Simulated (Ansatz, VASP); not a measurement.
**Two plane-wave programs on InAs**

```xyz
2
Lattice="0.0000 2.8773 2.8773 2.8773 0.0000 2.8773 2.8773 2.8773 0.0000" Properties=species:S:1:pos:R:3 pbc="T T T"
In    2.8773    2.8773    2.8773
As    0.0000    0.0000    0.0000
```

Alike in both runs: task relaxation of cell and atoms; functional PBEsol; dispersion D3(BJ); k mesh 8 × 8 × 8; occupations fermi-dirac, width 0.05 eV; no spin polarisation.

|  | VASP | Ansatz |
| --- | --- | --- |
| version | VASP 6.6.1 | Ansatz 0.2.0 |
| potentials or method | VASP PAW PBE potentials, release 64 (In_d, As) | Ansatz PAW |
| plane-wave cutoff (eV) | 600 | 420 |
| valence electrons in the cell | 18 | 28 |

Ansatz gave:

* gap on the k mesh at the Fermi level, each at its own relaxed structure (eV): none
* relaxed volume (Å³/atom): 21.74
* relaxed cell length with the largest relative difference (Å): 3.947

Q: What did VASP give for the same quantities?

A: gap on the k mesh at the Fermi level, each at its own relaxed structure (eV): none; relaxed volume (Å³/atom): 21.79; relaxed cell length with the largest relative difference (Å): 3.950.

VASP's potentials were made for PBE, not for PBEsol. A gap of «none» marks a metal or a gap that the smearing closes. VASP's potentials hold 18 valence electrons a cell and Ansatz's 28, so a difference there can come from the potentials and not from the codes.

Noted on Ansatz's run: the plane-wave basis is chosen anew once the cell has moved, so the energies of steps on either side of that aren't comparable.
